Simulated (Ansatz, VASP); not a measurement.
## Two plane-wave programs on Sn

Contents of POSCAR:

```
Sn
1.0
    0.0000000000      3.3163875207      3.3163875207
    3.3163875207      0.0000000000      3.3163875207
    3.3163875207      3.3163875207      0.0000000000
Sn
2
Direct
    0.7500000000      0.7500000000      0.7500000000
    0.5000000000      0.5000000000      0.5000000000
```

File INCAR.step1:

```
PREC = Accurate
ENCUT = 520
ISMEAR = 0
SIGMA = 0.05
LREAL = F
LASPH = T
NELM = 100
NBANDS = 21
GGA = PE
ALGO = Normal
EDIFF = 1E-4
LWAVE = T
LCHARG = F
```

INCAR.step2

```
PREC = Accurate
ENCUT = 520
EDIFF = 1E-7
ISMEAR = 0
SIGMA = 0.05
LREAL = F
LASPH = T
NELM = 100
ALGO = Normal
ISIF = 2
LWAVE = F
LCHARG = F
METAGGA = R2SCAN
LMIXTAU = T
NBANDS = 21
ISTART = 1
```

KPOINTS

```
regular mesh
0
Gamma
  12 12 12
```

Input for Ansatz:

```yaml
crystal:
  lattice:
    - [0.0, 3.3163875207, 3.3163875207]
    - [3.3163875207, 0.0, 3.3163875207]
    - [3.3163875207, 3.3163875207, 0.0]
  atoms:
    - { symbol: Sn, position: [0.75, 0.75, 0.75] }
    - { symbol: Sn, position: [0.5, 0.5, 0.5] }
basis:
  ecutwfc: 500
  ecutrho_ratio: 4
kpoints:
  mp_grid: { grid: [12, 12, 12] }
hamiltonian:
  xc: r2scan
scf:
  occupations: { method: gaussian, width: 0.05 }
output:
  forces: true
  stress: true
  eigenvalues: true
```

Alike in both runs: task single point; functional r2SCAN; k mesh 12 × 12 × 12; occupations gaussian, width 0.05 eV; no spin polarisation.

|  | VASP | Ansatz |
| --- | --- | --- |
| version | VASP 6.6.1 | Ansatz 0.2.0 |
| potentials or method | VASP PAW PBE potentials, release 64 (Sn_d), cutoff 520 eV | scalar-relativistic, plane waves, PAW |
| valence electrons in the cell | 28 | 28 |

|  | VASP | Ansatz | Ansatz less VASP |
| --- | --- | --- | --- |
| gap on the k mesh at the Fermi level (eV) | none | none | - |
| pressure (GPa) | -1.2 | -1.2 | +0.03 |

VASP's potentials were made for PBE, not for r2SCAN. A gap of «none» marks a metal or a gap that the smearing closes.
